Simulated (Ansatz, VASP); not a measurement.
Ga4AsN3 in VASP and in Ansatz

The input INCAR:

```
  PREC = Accurate
  ENCUT = 520
  EDIFF = 1E-7
  ISMEAR = 0
  SIGMA = 0.1
  LREAL = False
  LASPH = True
  NELM = 100
  ALGO = Normal
  ISIF = 2
  LWAVE = False
  LCHARG = False
  GGA = PE
  NBANDS = 46
```

The input KPOINTS:

```
Automatic mesh
0
Gamma
  12 12 4
```

POSCAR

```
Ga4AsN3
1.0
    3.4240229667      0.0000000000      0.0000000000
    0.0000000000      3.4240229667      0.0000000000
    0.0000000000      0.0000000000      9.7057180516
Ga As N
4 1 3
Direct
    0.5000000000      0.0000000000      0.8909259509
    0.0000000000      0.5000000000      0.1090740491
    0.5000000000      0.0000000000      0.3298889235
    0.0000000000      0.5000000000      0.6701110765
    0.5000000000      0.5000000000      0.5000000000
    0.0000000000      0.0000000000      0.2186180229
    0.0000000000      0.0000000000      0.7813819771
    0.5000000000      0.5000000000      0.0000000000
```

Input for Ansatz:

```yaml
crystal:
  lattice:
    - [3.4240229667, 0.0, 0.0]
    - [0.0, 3.4240229667, 0.0]
    - [0.0, 0.0, 9.7057180516]
  atoms:
    - { symbol: Ga, position: [0.5, 0.0, 0.8909259509] }
    - { symbol: Ga, position: [0.0, 0.5, 0.1090740491] }
    - { symbol: Ga, position: [0.5, 0.0, 0.3298889235] }
    - { symbol: Ga, position: [0.0, 0.5, 0.6701110765] }
    - { symbol: As, position: [0.5, 0.5, 0.5] }
    - { symbol: "N", position: [0.0, 0.0, 0.2186180229] }
    - { symbol: "N", position: [0.0, 0.0, 0.7813819771] }
    - { symbol: "N", position: [0.5, 0.5, 0.0] }
basis:
  ecutwfc: 420
kpoints:
  mp_grid: { grid: [12, 12, 4] }
  band_path:
    path:
      - [[0.0, 0.0, 0.0], [0.0, 0.5, 0.0], [0.5, 0.5, 0.0], [0.0, 0.0, 0.0], [0.0, 0.0, 0.5], [0.0, 0.5, 0.5], [0.5, 0.5, 0.5], [0.0, 0.0, 0.5]]
      - [[0.0, 0.5, 0.0], [0.0, 0.5, 0.5]]
      - [[0.5, 0.5, 0.0], [0.5, 0.5, 0.5]]
    npoints: 14
hamiltonian:
  xc: pbe
scf:
  occupations: { method: gaussian, width: 0.1 }
  n_extra_bands: 20
output:
  forces: true
  stress: true
  eigenvalues: true
  populations: true
  dos: { projected: true, de: 0.02, nscf_kmesh: { grid: [15, 15, 5] } }
  bader: true
  write_density: true
  write_potential: true
  elf: true
  volumetric_format: npy
```

Alike in both runs: task single point; functional PBE; k mesh 12 × 12 × 4; occupations gaussian, width 0.1 eV; no spin polarisation.

```csv
,VASP,Ansatz
version,VASP 6.6.1,Ansatz 0.2.0
potentials or method,"VASP PAW PBE potentials, release 64 (Ga_d, As, N), cutoff 520 eV","scalar-relativistic, plane waves, PAW"
valence electrons in the cell,72,82
```

|  | VASP | Ansatz | Ansatz less VASP |
| --- | --- | --- | --- |
| gap on the k mesh at the Fermi level (eV) | none | none | - |
| pressure (GPa) | 0.2 | 0.0 | -0.25 |

A gap of «none» marks a metal or a gap that the smearing closes. VASP's potentials hold 72 valence electrons a cell and Ansatz's 82, so a difference there can come from the potentials and not from the codes.
